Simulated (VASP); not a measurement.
SnTe:

```xyz
2
Lattice="0.0000 3.1840 3.1840 3.1840 0.0000 3.1840 3.1840 3.1840 0.0000" Properties=species:S:1:pos:R:3 pbc="T T T"
Sn    0.0000    0.0000    0.0000
Te    1.5920    1.5920    1.5920
```

* Program: VASP 6.6.1
* Task: relaxation of cell and atoms
* Functional: PBE
* Potentials or basis: VASP PAW PBE potentials, release 64 (Sn_d, Te)
* Cutoff: 500 eV
* k mesh: 6 × 6 × 6
* Occupations: fermi-dirac, width 0.02 eV
* Spin: no spin polarisation

At the start: pressure 18.6 GPa; volume 32.28 Å³/atom.

**Question.** How do energy, volume and symmetry change on relaxing?

**Answer.** Over 5 steps the energy falls by 629.9 meV/atom and the volume is 46.95 Å³/atom (+45.5 %); space group F-43m (No. 216, to 0.05 Å).

Step by step:
| step | energy change (eV) | largest force (eV/Å) | pressure (GPa) | volume (Å³) |
| --- | --- | --- | --- | --- |
| 1 | 0.0000 | 0.0000 | 18.56 | 64.56 |
| 2 | -1.1564 | 0.0000 | -2.44 | 106.16 |
| 3 | -1.2590 | 0.0000 | 0.27 | 92.92 |
| 4 | -1.2598 | 0.0000 | -0.04 | 94.04 |
| 5 | -1.2599 | 0.0000 | 0.00 | 93.90 |

Final structure:
```cif
data_structure
_symmetry_space_group_name_H-M 'P 1'
_symmetry_Int_Tables_number 1
_cell_length_a 5.1019
_cell_length_b 5.1019
_cell_length_c 5.1019
_cell_angle_alpha 60.000
_cell_angle_beta 60.000
_cell_angle_gamma 60.000
_cell_volume 93.90
loop_
_atom_site_label
_atom_site_type_symbol
_atom_site_fract_x
_atom_site_fract_y
_atom_site_fract_z
_atom_site_occupancy
Sn1 Sn 0.00000 0.00000 0.00000 1
Te1 Te 0.25000 0.25000 0.25000 1
```

Caveat: the volume moved by over 15 % at a fixed basis, so the end points are rough.
